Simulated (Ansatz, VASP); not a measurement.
## One calculation of TaS2, two programs

```
Ta S
1.0
     3.31650    0.00000    0.00000
    -1.65825    2.87218    0.00000
     0.00000    0.00000    5.86000
Ta S
1 2
Direct
  0.00000 0.00000 0.00000
  0.33333 0.66667 0.25000
  0.66667 0.33333 0.75000
```

Change from the starting cell: equal xx and yy strain of -1 %, crystal datasets.

Alike in both runs: task electric field gradients; functional PBE; k mesh 9 × 9 × 5; occupations fermi-dirac, width 0.03 eV; no spin polarisation.

|  | VASP | Ansatz |
| --- | --- | --- |
| version | VASP 6.6.1 | Ansatz 0.2.0 |
| potentials or method | VASP PAW PBE potentials, release 64 (Ta_pv, S), cutoff 400 eV | all-electron PAW with datasets made for the crystal, scalar-relativistic |

Ansatz gave:

| Quantity | Value |
| --- | --- |
| pressure (GPa) | 12.4 |
| traceless stress, the component that is largest in VASP (GPa) | 2.72 |
| rms of the force components (eV/Å) | 0.723 |
| size of Vzz on the site where it differs most (V/Å²) | 172.9 |

Question: What did VASP give for the same quantities?

Answer: Pressure (GPa): 12.5; traceless stress, the component that is largest in VASP (GPa): 2.78; rms of the force components (eV/Å): 0.732; size of Vzz on the site where it differs most (V/Å²): 141.3.

Atom by atom the forces differ by 0.009 eV/Å (rms over components). Ansatz ran all-electron here, and VASP with PAW potentials.

Neither program's run includes spin-orbit coupling.
